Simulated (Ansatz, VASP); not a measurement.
One calculation of ZnSe, two programs

The input INCAR:

```
PREC = Accurate
ENCUT = 520
EDIFF = 1E-7
ISMEAR = 0
SIGMA = 0.020999999999999998
LREAL = F
LASPH = T
NELM = 100
ALGO = Normal
ISIF = 2
LWAVE = F
LCHARG = F
GGA = PE
NBANDS = 16
```

File KPOINTS:

```
regular mesh
0
Gamma
  8 8 8
```

POSCAR

```
ZnSe
1.0
    0.0000000000      2.8338000000      2.8338000000
    2.8338000000      0.0000000000      2.8338000000
    2.8338000000      2.8338000000      0.0000000000
Se Zn
1 1
Direct
    0.7500000000      0.7500000000      0.7500000000
    0.0000000000      0.0000000000      0.0000000000
```

input.yaml

```yaml
crystal:
  lattice:
    - [0.0, 2.8338, 2.8338]
    - [2.8338, 0.0, 2.8338]
    - [2.8338, 2.8338, 0.0]
  atoms:
    - { symbol: Se, position: [0.75, 0.75, 0.75] }
    - { symbol: Zn, position: [0.0, 0.0, 0.0] }
hamiltonian:
  xc: pbe
  pseudopotentials: { kind: paw }
kpoints:
  mp_grid: { grid: [8, 8, 8] }
scf:
  occupations: { method: gaussian, width: 0.021 }
output:
  forces: true
  stress: true
  eigenvalues: true
  write_density: true
  write_potential: true
  elf: true
  volumetric_format: npy
```

Alike in both runs: task single point; functional PBE; k mesh 8 × 8 × 8; occupations gaussian, width 0.021 eV; no spin polarisation.

```csv
,VASP,Ansatz
version,VASP 6.6.1,Ansatz 0.2.0
potentials or method,"VASP PAW PBE potentials, release 64 (Se, Zn)",Ansatz PAW
plane-wave cutoff (eV),520,420
valence electrons in the cell,18,28
```

```tsv
	VASP	Ansatz	Ansatz less VASP
gap on the k mesh at the Fermi level (eV)	1.29	1.29	-0.002
least direct gap on the mesh (eV)	1.29	1.29	-0.002
pressure (GPa)	2.3	2.1	-0.24
```

With one functional, cell and mesh, what is left measures potentials, basis and numerics. VASP's potentials hold 18 valence electrons a cell and Ansatz's 28, so a difference there can come from the potentials and not from the codes.
